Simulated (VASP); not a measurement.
# MoS2 in VASP: single point with PBE0

Aim: the single point of MoS2 with PBE0.

Everything below comes from runs of VASP 6.6.1. Logs are shortened: lines on timing, memory, paths and dates and some standing lists are left out, and cuts for length are marked.

**1. The cell of the first run**

The cell holds a sheet with vacuum, 3 atoms: a = 3.117 Å, b = 3.117 Å, c = 19.128 Å, α = 90.00°, β = 90.00°, γ = 120.00°.

**2. Single point, PBE0**

POSCAR

```
MoS2
1.0
    3.1168845980      0.0000000000      0.0000000000
   -1.5584422990      2.6993012426      0.0000000000
    0.0000000000      0.0000000000     19.1282978127
S Mo
2 1
Direct
    0.6666666667      0.3333333333      0.4182285365
    0.6666666667      0.3333333333      0.5817714635
    0.3333333333      0.6666666667      0.5000000000
```

INCAR.step1

```
SYSTEM = MoS2
ALGO = Normal
DIPOL = 0.5 0.5 0.500
EDIFF = 1E-5
ENCUT = 400
GGA = PE
GGA_COMPAT = .False.
IDIPOL = 3
ISIF = 2
ISMEAR = 0
LASPH = .True.
LDIPOL = .True.
LREAL = .False.
LWAVE = .True.
NBANDS = 20
NELM = 120
NELMDL = -8
PREC = Accurate
SIGMA = 0.03
```

INCAR.step2

```
SYSTEM = MoS2
AEXX = 0.25
ALGO = Normal
DIPOL = 0.5 0.5 0.500
EDIFF = 1E-6
ENCUT = 400
GGA = PE
GGA_COMPAT = .False.
IDIPOL = 3
ISIF = 2
ISMEAR = 0
ISTART = 1
LASPH = .True.
LCHARG = .True.
LDIPOL = .True.
LELF = .True.
LHFCALC = .True.
LREAL = .False.
LVACPOTAV = .True.
LVHAR = .True.
LWAVE = .False.
NBANDS = 20
NELM = 120
PREC = Accurate
PRECFOCK = Normal
SIGMA = 0.03
```

KPOINTS

```
k-points
0
Gamma
  6 6 1
  0 0 0
```

Potentials or basis: VASP PAW PBE potentials, release 64 (S, Mo_sv).

Run with:

```sh
> cat potpaw_PBE.64/S/POTCAR potpaw_PBE.64/Mo_sv/POTCAR > POTCAR
> cp INCAR.step1 INCAR
> mpirun -np 1 vasp_std > vasp.out
> cp INCAR.step2 INCAR
> mpirun -np 1 vasp_std > vasp.out
```

OUTCAR:

```text
SYSTEM = MoS2
   AEXX = 0.25
   EDIFF = 1E-6
   ENCUT = 400
   GGA = PE
   ISIF = 2
   ISMEAR = 0
   ISTART = 1
   LASPH = .True.
   LHFCALC = .True.
   LREAL = .False.
   NELM = 120
   PREC = Accurate
   PRECFOCK = Normal

 ion  position               nearest neighbor table
   1  0.667  0.333  0.418-   3 2.38   3 2.38   3 2.38
   2  0.667  0.333  0.582-   3 2.38   3 2.38   3 2.38
   3  0.333  0.667  0.500-   1 2.38   2 2.38   1 2.38   2 2.38   1 2.38   2 2.38

  LATTYP: Found a hexagonal cell.
 ALAT       =     3.1168845980
 C/A-ratio  =     6.1369926320

  Lattice vectors:

 A1 = (   3.1168845980,   0.0000000000,   0.0000000000)
 A2 = (  -1.5584422990,   2.6993012426,   0.0000000000)
 A3 = (   0.0000000000,   0.0000000000,  19.1282978127)

Analysis of symmetry for initial positions (statically):
=====================================================================
 Subroutine PRICEL returns:
 Original cell was already a primitive cell.

 Routine SETGRP: Setting up the symmetry group for a
 hexagonal supercell.

 Subroutine GETGRP returns: Found 12 space group operations
 (whereof 12 operations were pure point group operations)
 out of a pool of 24 trial point group operations.

The static configuration has the point symmetry D_3h.

Analysis of symmetry for dynamics (positions and initial velocities):
=====================================================================
 Subroutine PRICEL returns:
 Original cell was already a primitive cell.

 Routine SETGRP: Setting up the symmetry group for a
 hexagonal supercell.

 Subroutine GETGRP returns: Found 12 space group operations
 (whereof 12 operations were pure point group operations)
 out of a pool of 24 trial point group operations.

The dynamic configuration has the point symmetry D_3h.

 Subroutine INISYM returns: Found 12 space group operations
 (whereof 12 operations are pure point group operations),
 and found     1 'primitive' translations

----------------------------------------------------------------------------------------

                                     Primitive cell

  volume of cell :     160.9342

  direct lattice vectors                    reciprocal lattice vectors
[... 77 lines left out ...]
   ISIF   =      2    stress and relaxation
   ISYM   =      3    0-nonsym 1-usesym 2-fastsym
   POTIM  = 0.5000    time-step for ionic-motion
   TEBEG  =    0.0;   TEEND  =   0.0 temperature during run
   PSTRESS=    0.0 pullay stress
   NELECT =      26.0000    total number of electrons
   NUPDOWN=      -1.0000    fix difference up-down
   EMIN   =  10.00;   EMAX   =-10.00  energy-range for DOS
   EFERMI =   0.00;   METHOD = LEGACY
   ISMEAR =     0;   SIGMA  =   0.03  broadening in eV -4-tet -1-fermi 0-gaus
   EFERMI_NEDOS =   21; number of points for ismear=-14 and -15
   IALGO  =     38    algorithm
   IMIX   =      1    mixing-type and parameters
     AMIX     =   0.40;   BMIX     =  1.00
     AMIX_MAG =   1.60;   BMIX_MAG =  1.00
  volume/ion in A,a.u.               =      53.64       362.01
  Fermi-wavevector in a.u.,A,eV,Ry     =   0.891627  1.684930 10.816611  0.794998
  Thomas-Fermi vector in A             =   2.013471
   LORBIT       =      0    0 simple, 1 ext, 2 COOP (PROOUT), +10 PAW based schemes
   GGA     = PE    functional components
   LHFCALC =     T    Hartree Fock is set to
   PRECFOCK=normal    Normal, Fast or Accurate (Low or Medium for compatibility)
   ENCUT4O =  -1.0   cutoff for four orbital integrals eV
   NKREDX  =     1    reduce k-point grid by
   NKREDY  =     1    reduce k-point grid by
   NKREDZ  =     1    reduce k-point grid by
   AEXX    =    0.2500 exact exchange contribution
   HFSCREEN=    0.0000 screening length (either q_TF or 0.3 A-1)
   HFSCREENC=   0.0000 screening length for correlation (either q_TF or 0.3 A-1)
   ENCUTFOCK=  -1.0 apply spherical cutoff to Coloumb kernel
   IVDW    =     0    specifies the selected vdW correction
   LEPSILON=     F    determine dielectric tensor
   LRPA    =     F    only Hartree local field effects (RPA)
 non-spin polarized calculation
 Gauss-broadening in eV      SIGMA  =   0.03
  energy-cutoff  :      400.00
  volume of cell :      160.93
 maximum number of plane-waves:      2943
  NGX = 16; NGY = 16; NGZ = 98

 dipolmoment           0.000000      0.000000      0.000000 electrons x Angstroem

 number of electron      26.0000001 magnetization

 dipolmoment           0.000000      0.000000     -0.000000 electrons x Angstroem

 Free energy of the ion-electron system (eV)
  ---------------------------------------------------
  ext. energy  EPLUGINS =         0.00000000
  ---------------------------------------------------
  free energy    TOTEN  =       -28.42760067 eV

  energy without entropy =      -28.42760067  energy(sigma->0) =      -28.42760067

 E-fermi :  -2.0675     XC(G=0):  -3.1385

 val. band max:       -2.4122416801   @ k =   0.3333   0.3333   0.0000
 cond. band min:       0.6958029340   @ k =   0.3333   0.3333   0.0000
 fundamental gap:      3.1080446142
 Fermi energy:        -2.0674982430

 k-point     1 :       0.0000    0.0000    0.0000
  band No.  band energies     occupation
      1     -67.3091      2.00000
      2     -40.0809      2.00000
      3     -39.7490      2.00000
      4     -39.7490      2.00000
      5     -18.4396      2.00000
      6     -16.9481      2.00000
[... 150 lines left out ...]
     19       6.9132      0.00000
     20       8.8966      0.00000

------------------------ aborting loop because EDIFF is reached ----------------------------------------

  FORCE on cell =-STRESS in cart. coord.  units (eV):
  Direction    XX          YY          ZZ          XY          YZ          ZX
  --------------------------------------------------------------------------------------
  -------------------------------------------------------------------------------------
  Total        0.7822556      0.7822556     -0.5685293      0.0000000     -0.0000000     -0.0000000
  in kB        7.7877299      7.7877299     -5.6599822      0.0000000     -0.0000000     -0.0000000
  external PRESSURE =       3.3051592 kB  Pullay stress =       0.0000000 kB

 VOLUME and BASIS-vectors are now :
 -----------------------------------------------------------------------------
  energy-cutoff  :      400.00
  volume of cell :      160.93
      direct lattice vectors                 reciprocal lattice vectors
     3.116884598  0.000000000  0.000000000     0.320833181  0.185233123  0.000000000
    -1.558442299  2.699301243  0.000000000     0.000000000  0.370466247  0.000000000
     0.000000000  0.000000000 19.128297813     0.000000000  0.000000000  0.052278567

 POSITION                                       TOTAL-FORCE (eV/Angst)
 -----------------------------------------------------------------------------------
      1.55844      0.89977      8.00000        -0.000000     -0.000000      0.131314
      1.55844      0.89977     11.12830         0.000000     -0.000000     -0.131314
     -0.00000      1.79953      9.56415        -0.000000      0.000000      0.000000
 -----------------------------------------------------------------------------------
    total drift:                               -0.000001      0.000000     -0.000000

  FREE ENERGIE OF THE ION-ELECTRON SYSTEM (eV)
  ---------------------------------------------------
  free  energy   TOTEN  =       -28.4276006735 eV

  energy  without entropy=      -28.4276006735  energy(sigma->0) =      -28.42760067

 vacuum level on the upper side and lower side of the slab         4.226         4.226
```

OUTCAR.step1:

```text
SYSTEM = MoS2
   EDIFF = 1E-5
   ENCUT = 400
   GGA = PE
   ISIF = 2
   ISMEAR = 0
   LASPH = .True.
[... 374 lines left out ...]
      1.55844      0.89977     11.12830         0.000000     -0.000000      0.414391
     -0.00000      1.79953      9.56415        -0.000000      0.000000      0.000000
 -----------------------------------------------------------------------------------
    total drift:                                0.000001     -0.000000     -0.000000

  FREE ENERGIE OF THE ION-ELECTRON SYSTEM (eV)
  ---------------------------------------------------
  free  energy   TOTEN  =       -21.7972854785 eV

  energy  without entropy=      -21.7972854785  energy(sigma->0) =      -21.79728548

 vacuum level on the upper side and lower side of the slab         4.029         4.029
```

Run time: 18 min. Hardware: 1 thread of Oxide Virtual Turin-like, shared host; peak memory 0.2 GiB.

Results:

| Quantity | Value |
| --- | --- |
| Free energy | -28.4276 eV |
| Largest force | 0.131 eV/Å |
| Band gap on the k mesh | 3.11 eV |

Forces on the atoms (eV/Å):
```
S    0.000  0.000  0.131
S    0.000  0.000 -0.131
Mo   0.000  0.000  0.000
```

Caveat: the PAW data sets were made with another functional, which shifts forces and pressure a little.
